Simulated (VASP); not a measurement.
# ZrN (Fm-3m) in VASP: further runs

ZrN is run at these levels: PBE; tasks: single point.

Program: VASP 6.6.1. These are calculated values, not measurements. Logs are shortened: lines on timing, memory, paths and dates and some standing lists are left out, and cuts for length are marked.

## (1) The cell of the first run

The structure is cubic, space group Fm-3m (No. 225). The conventional cell has a = 4.600 Å, b = 4.600 Å, c = 4.600 Å, α = 90.00°, β = 90.00°, γ = 90.00°. Within 3.0 Å of Zr (site symmetry m-3m) lie 6 N at 2.30 Å. N (site symmetry m-3m) has 6 Zr at 2.30 Å within 3.0 Å.

## (2) Single point, PBE

Contents of INCAR:

```
PREC = Accurate
ENCUT = 600
EDIFF = 1E-6
ISMEAR = 1
SIGMA = 0.1
LREAL = False
LASPH = True
NELM = 120
ALGO = Normal
ISIF = 2
LWAVE = False
LCHARG = True
GGA = PE
LELF = True
LVHAR = True
NBANDS = 16
GGA_COMPAT = False
```

Contents of KPOINTS:

```
regular mesh
0
Gamma
  11 11 11
```

Contents of POSCAR:

```
ZrN
1.0
    0.0000000000      2.3000000000      2.3000000000
    2.3000000000      0.0000000000      2.3000000000
    2.3000000000      2.3000000000      0.0000000000
Zr N
1 1
Direct
    0.5000000000      0.5000000000      0.5000000000
    0.0000000000      0.0000000000      0.0000000000
```

Potentials or basis: VASP PAW PBE potentials, release 64 (Zr_sv, N).

Started as:

```bash
$ cat potpaw_PBE.64/Zr_sv/POTCAR potpaw_PBE.64/N/POTCAR > POTCAR
$ mpirun -np 1 vasp_std > vasp.out
```

OUTCAR:

```text
PREC = Accurate
   ENCUT = 600
   EDIFF = 1E-6
   ISMEAR = 1
   LREAL = False
   LASPH = True
   NELM = 120
   ISIF = 2
   GGA = PE

 ion  position               nearest neighbor table
   1  0.500  0.500  0.500-   2 2.30   2 2.30   2 2.30   2 2.30   2 2.30   2 2.30
   2  0.000  0.000  0.000-   1 2.30   1 2.30   1 2.30   1 2.30   1 2.30   1 2.30

  LATTYP: Found a face centered cubic cell.
 ALAT       =     4.6000000000

  Lattice vectors:

 A1 = (   0.0000000000,   2.3000000000,   2.3000000000)
 A2 = (   2.3000000000,   0.0000000000,   2.3000000000)
 A3 = (   2.3000000000,   2.3000000000,   0.0000000000)

Analysis of symmetry for initial positions (statically):
=====================================================================
 Subroutine PRICEL returns:
 Original cell was already a primitive cell.

 Routine SETGRP: Setting up the symmetry group for a
 face centered cubic supercell.

 Subroutine GETGRP returns: Found 48 space group operations
 (whereof 48 operations were pure point group operations)
 out of a pool of 48 trial point group operations.

The static configuration has the point symmetry O_h .

Analysis of symmetry for dynamics (positions and initial velocities):
=====================================================================
 Subroutine PRICEL returns:
 Original cell was already a primitive cell.

 Routine SETGRP: Setting up the symmetry group for a
 face centered cubic supercell.

 Subroutine GETGRP returns: Found 48 space group operations
 (whereof 48 operations were pure point group operations)
 out of a pool of 48 trial point group operations.

The dynamic configuration has the point symmetry O_h .

 Subroutine INISYM returns: Found 48 space group operations
 (whereof 48 operations are pure point group operations),
 and found     1 'primitive' translations

----------------------------------------------------------------------------------------

                                     Primitive cell

  volume of cell :      24.3340

  direct lattice vectors                    reciprocal lattice vectors
     0.000000000  2.300000000  2.300000000    -0.217391304  0.217391304  0.217391304
     2.300000000  0.000000000  2.300000000     0.217391304 -0.217391304  0.217391304
     2.300000000  2.300000000  0.000000000     0.217391304  0.217391304 -0.217391304

  length of vectors
     3.252691193  3.252691193  3.252691193     0.376532784  0.376532784  0.376532784
[... 80 lines left out ...]
   NELM   =    120;   NELMIN=  2; NELMDL= -5     # of ELM steps
   EDIFF  = 0.1E-05   stopping-criterion for ELM
   LREAL  =      F    real-space projection
   EDIFFG = 0.1E-04   stopping-criterion for IOM
   NSW    =      0    number of steps for IOM
   IBRION =     -1    ionic relax: 0-MD 1-quasi-New 2-CG
   NFREE  =      0    steps in history (QN), initial steepest desc. (CG)
   ISIF   =      2    stress and relaxation
   ISYM   =      2    0-nonsym 1-usesym 2-fastsym
   POTIM  = 0.5000    time-step for ionic-motion
   TEBEG  =    0.0;   TEEND  =   0.0 temperature during run
   PSTRESS=    0.0 pullay stress
   NELECT =      17.0000    total number of electrons
   NUPDOWN=      -1.0000    fix difference up-down
   EMIN   =  10.00;   EMAX   =-10.00  energy-range for DOS
   EFERMI =   0.00;   METHOD = LEGACY
   ISMEAR =     1;   SIGMA  =   0.10  broadening in eV -4-tet -1-fermi 0-gaus
   EFERMI_NEDOS =   21; number of points for ismear=-14 and -15
   IALGO  =     38    algorithm
   IMIX   =      4    mixing-type and parameters
     AMIX     =   0.40;   BMIX     =  1.00
     AMIX_MAG =   1.60;   BMIX_MAG =  1.00
  volume/ion in A,a.u.               =      12.17        82.11
  Fermi-wavevector in a.u.,A,eV,Ry     =   1.452624  2.745062 28.709889  2.110117
  Thomas-Fermi vector in A             =   2.569985
   LORBIT       =      0    0 simple, 1 ext, 2 COOP (PROOUT), +10 PAW based schemes
   GGA     = PE    functional components
   LHFCALC =     F    Hartree Fock is set to
   AEXX    =    0.0000 exact exchange contribution
   IVDW    =     0    specifies the selected vdW correction
   LEPSILON=     F    determine dielectric tensor
   LRPA    =     F    only Hartree local field effects (RPA)
 non-spin polarized calculation
 Methfessel and Paxton  Order N= 1 SIGMA  =   0.10
  energy-cutoff  :      600.00
  volume of cell :       24.33
 maximum number of plane-waves:       869
 NGX is ok and might be reduce to    28
   NGX = 13   NGY = 13   NGZ = 13

 number of electron      17.0000000 magnetization

 Free energy of the ion-electron system (eV)
  ---------------------------------------------------
  ext. energy  EPLUGINS =         0.00000000
  ---------------------------------------------------
  free energy    TOTEN  =       -20.36613669 eV

  energy without entropy =      -20.36551119  energy(sigma->0) =      -20.36592819

 E-fermi :  11.7915     XC(G=0): -12.4522

 val. band max:       11.7634076412   @ k =  -0.0909   0.0909   0.0000
 cond. band min:      11.8056815778   @ k =  -0.0909   0.0909   0.0000
 fundamental gap:      0.0422739366
 Fermi energy:        11.7914791535

 k-point     1 :       0.0000    0.0000    0.0000
  band No.  band energies     occupation
      1     -37.7749      2.00000
      2     -15.4062      2.00000
      3     -15.4062      2.00000
      4     -15.4062      2.00000
      5      -4.3888      2.00000
      6       9.1987      2.00000
[... 433 lines left out ...]
      3     -15.6292      2.00000
      4     -15.4408      2.00000
      5      -3.1679      2.00000
      6       5.7765      2.00000
[... 8 lines left out ...]
     15      24.5143      0.00000
     16      25.6640      0.00000

 [... further k-points ...]

------------------------ aborting loop because EDIFF is reached ----------------------------------------

  FORCE on cell =-STRESS in cart. coord.  units (eV):
  Direction    XX          YY          ZZ          XY          YZ          ZX
  --------------------------------------------------------------------------------------
  -------------------------------------------------------------------------------------
  Total       -0.1019172     -0.1019172     -0.1019172      0.0000000      0.0000000      0.0000000
  in kB       -6.7103422     -6.7103422     -6.7103422      0.0000000      0.0000000      0.0000000
  external PRESSURE =      -6.7103422 kB  Pullay stress =       0.0000000 kB

 VOLUME and BASIS-vectors are now :
 -----------------------------------------------------------------------------
  energy-cutoff  :      600.00
  volume of cell :       24.33
      direct lattice vectors                 reciprocal lattice vectors
     0.000000000  2.300000000  2.300000000    -0.217391304  0.217391304  0.217391304
     2.300000000  0.000000000  2.300000000     0.217391304 -0.217391304  0.217391304
     2.300000000  2.300000000  0.000000000     0.217391304  0.217391304 -0.217391304

 POSITION                                       TOTAL-FORCE (eV/Angst)
 -----------------------------------------------------------------------------------
      2.30000      2.30000      2.30000        -0.000000     -0.000000     -0.000000
      0.00000      0.00000      0.00000         0.000000      0.000000      0.000000
 -----------------------------------------------------------------------------------
    total drift:                                0.000000      0.000000      0.000000

  FREE ENERGIE OF THE ION-ELECTRON SYSTEM (eV)
  ---------------------------------------------------
  free  energy   TOTEN  =       -20.3661366873 eV

  energy  without entropy=      -20.3655111916  energy(sigma->0) =      -20.36592819
```

OSZICAR:

```text
N       E                     dE             d eps       ncg     rms          rms(c)
DAV:   1     0.124123619534E+03    0.12412E+03   -0.95743E+03  1792   0.117E+03
DAV:   2    -0.170778062437E+02   -0.14120E+03   -0.13200E+03  2280   0.323E+02
DAV:   3    -0.237626030428E+02   -0.66848E+01   -0.66359E+01  3016   0.637E+01
DAV:   4    -0.238424578156E+02   -0.79855E-01   -0.79842E-01  2104   0.541E+00
DAV:   5    -0.238432114052E+02   -0.75359E-03   -0.75358E-03  2400   0.434E-01    0.213E+01
DAV:   6    -0.205335578244E+02    0.33097E+01   -0.72572E+00  2088   0.260E+01    0.813E+00
DAV:   7    -0.203956663739E+02    0.13789E+00   -0.52238E-01  2168   0.673E+00    0.656E+00
DAV:   8    -0.203805654773E+02    0.15101E-01   -0.23528E-01  2384   0.439E+00    0.362E+00
DAV:   9    -0.203662124390E+02    0.14353E-01   -0.48068E-02  1952   0.204E+00    0.954E-01
DAV:  10    -0.203661507669E+02    0.61672E-04   -0.20071E-03  2184   0.476E-01    0.108E-01
DAV:  11    -0.203661409572E+02    0.98097E-05   -0.45376E-05  2312   0.558E-02    0.698E-02
DAV:  12    -0.203661372059E+02    0.37513E-05   -0.79720E-06  2168   0.216E-02    0.586E-03
DAV:  13    -0.203661366873E+02    0.51864E-06   -0.23523E-07  1144   0.547E-03
   1 F= -.20366137E+02 E0= -.20365928E+02  d E =-.625496E-03
```

stdout:

```text
POSCAR found type information on POSCAR ZrN
 POSCAR found :  2 types and       2 ions
 scaLAPACK will be used
 LDA part: xc-table for (Slater+PW92), standard interpolation
 POSCAR, INCAR and KPOINTS ok, starting setup
 FFT: planning ... GRIDC
 FFT: planning ... GRID_SOFT
 FFT: planning ... GRID
 WAVECAR not read
 entering main loop
```

Wall time 19 s (1 thread of AMD EPYC 9R45 (Zen 5), shared host); peak memory 0.14 GiB.

What came out:

| Property | Result |
| --- | --- |
| Free energy | -20.3661 eV |
| Pressure | -0.7 GPa |

## (3) Single point, PBE

This run uses another cell than the first one, of 12.65 Å³/atom, 1.040 times its volume.

Contents of INCAR:

```
PREC     = Accurate       # precision mode
ENCUT    = 600            # plane-wave cutoff, eV
EDIFF    = 1E-6           # SCF threshold, eV
ISMEAR   = 1              # smearing method
SIGMA    = 0.1            # smearing width, eV
LREAL    = False          # projectors in reciprocal space
LASPH    = True           # aspherical terms in the spheres
NELM     = 120            # most SCF steps
ALGO     = Normal         # electronic algorithm
ISIF     = 2              # what is computed and relaxed
LWAVE    = False          # write WAVECAR
LCHARG   = False          # write CHGCAR
GGA      = PE             # functional
NBANDS   = 16             # bands
GGA_COMPAT= False
```

KPOINTS is that of step 2.

Contents of POSCAR:

```
ZrN
1.0
    0.0000000000      2.3302666288      2.3302666288
    2.3302666288      0.0000000000      2.3302666288
    2.3302666288      2.3302666288      0.0000000000
Zr N
1 1
Direct
    0.5000000000      0.5000000000      0.5000000000
    0.0000000000      0.0000000000      0.0000000000
```

Potentials or basis: VASP PAW PBE potentials, release 64 (Zr_sv, N).

Started as:

```bash
$ cat potpaw_PBE.64/Zr_sv/POTCAR potpaw_PBE.64/N/POTCAR > POTCAR
$ mpirun -np 1 vasp_std > vasp.out
```

It took 18 s on 1 thread of AMD EPYC 9R45 (Zen 5), shared host; peak memory 0.14 GiB.

The run converged. Its results:

```yaml
Free_energy: -20.3355 eV
Pressure: -9.6 GPa
```

Levels at points of the mesh, in eV from the Fermi level:
```
           k point  band 6  band 7  band 8  band 9  band 10  band 11  band 12  band 13
(0.00, 0.00, 0.00)   -2.53   -2.53   -2.53   -0.33    -0.33    -0.33     1.53     1.53
```

## (4) Single point, PBE

This run uses another cell than the first one, of 13.14 Å³/atom, 1.080 times its volume.

Contents of INCAR:

```
SYSTEM = ZrN
  PREC = Accurate
  ENCUT = 600
  EDIFF = 1E-6
  ISMEAR = 1
  SIGMA = 0.1
  LREAL = .False.
  LASPH = .True.
  NELM = 120
  ALGO = Normal
  ISIF = 2
  LWAVE = .False.
  LCHARG = .False.
  GGA = PE
  NBANDS = 16
  GGA_COMPAT = .False.
```

Contents of KPOINTS:

```
regular mesh
0
Gamma
  11 11 11
  0 0 0
```

Contents of POSCAR:

```
ZrN
1.0
    0.0000000000      2.3597668064      2.3597668064
    2.3597668064      0.0000000000      2.3597668064
    2.3597668064      2.3597668064      0.0000000000
Zr N
1 1
Direct
    0.5000000000      0.5000000000      0.5000000000
    0.0000000000      0.0000000000      0.0000000000
```

Started as:

```bash
$ cat potpaw_PBE.64/Zr_sv/POTCAR potpaw_PBE.64/N/POTCAR > POTCAR
$ mpirun -np 1 vasp_std > vasp.out
```

It took 18 s on 1 thread of AMD EPYC 9R45 (Zen 5), shared host; peak memory 0.14 GiB.

Results (log left out):

* Free energy: -20.2562 eV
* Pressure: -16.7 GPa

Levels at points of the mesh, in eV from the Fermi level:
| k point | band 5 | band 6 | band 7 | band 8 | band 9 | band 10 | band 11 | band 12 | band 13 | band 14 |
| --- | --- | --- | --- | --- | --- | --- | --- | --- | --- | --- |
| (0.00, 0.00, 0.00) | -15.83 | -2.47 | -2.47 | -2.47 | -0.32 | -0.32 | -0.32 | 1.45 | 1.45 | 2.16 |

## (5) Overview

| cell | gap on the mesh (eV) | pressure (GPa) |
| --- | --- | --- |
| a = 3.253 Å, angles 60.0°, 2 atoms | none | -0.7 |
| a = 3.295 Å, angles 60.0°, 2 atoms | none | -9.6 |
| a = 3.337 Å, angles 60.0°, 2 atoms | none | -16.7 |

Alike in all rows: task single point; level PBE; potentials or basis VASP PAW PBE potentials, release 64 (Zr_sv, N); no spin polarisation; k mesh 11 × 11 × 11; cutoff (eV) 600; smearing methfessel-paxton 0.1 eV.

Total energies depend on the potentials used, so only differences within one code and one set of settings carry meaning.
